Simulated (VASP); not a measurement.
La: single point with PBEsol

The system is La.

```
CELL_PARAMETERS angstrom
3.69790 0.00000 0.00000
-1.84895 3.20248 0.00000
0.00000 0.00000 12.83510
ATOMIC_POSITIONS crystal
La 0.00000 0.00000 0.00000
La 0.00000 0.00000 0.50000
La 0.33333 0.66667 0.25000
La 0.66667 0.33333 0.75000
```

```json
{"Program": "VASP 6.6.1", "Task": "single point", "Functional": "PBEsol", "Potentials or basis": "VASP PAW PBE potentials, release 64 (La)", "Cutoff": "520 eV", "k mesh": "12 × 12 × 4", "Occupations": "gaussian, width 0.15 eV", "Spin": "no spin polarisation", "Dipole correction": "no", "Further INCAR settings": "ALGO = Fast; EDIFF = 1e-07; NBANDS = 30"}
```

```
Pressure               : -2.4 GPa
Band gap on the k mesh : zero (bands 22 and 23 overlap by 1.04 eV)
```

Stress tensor (GPa, compression positive):
```
-1.40  0.00  0.00
 0.00 -1.40  0.00
 0.00  0.00 -4.53
```

Levels at points of the mesh, in eV from the Fermi level:
```tsv
k point	band 19	band 20	band 21	band 22	band 23	band 24	band 25	band 26
(0.00, 0.00, 0.00)	-2.04	-1.73	0.38	0.44	0.88	1.30	1.35	1.43
(0.50, 0.00, 0.00)	-1.50	-1.18	-0.84	-0.44	-0.38	0.26	0.95	1.44
(0.00, 0.00, 0.50)	-1.72	-1.72	0.56	0.56	1.06	1.06	1.45	1.45
(0.50, 0.00, 0.50)	-1.45	-1.45	-1.10	-1.10	0.34	0.34	1.24	1.24
```

Wall time 37 min on 1 thread of Intel(R) Xeon(R) Platinum 8259CL CPU @ 2.50GHz (Skylake/Cascade Lake) (shared host), peak memory 0.43 GiB.

Caveat: the PAW data sets were made with another functional, which shifts forces and pressure a little; spin-orbit coupling is left out, which moves the levels of the heavy elements.
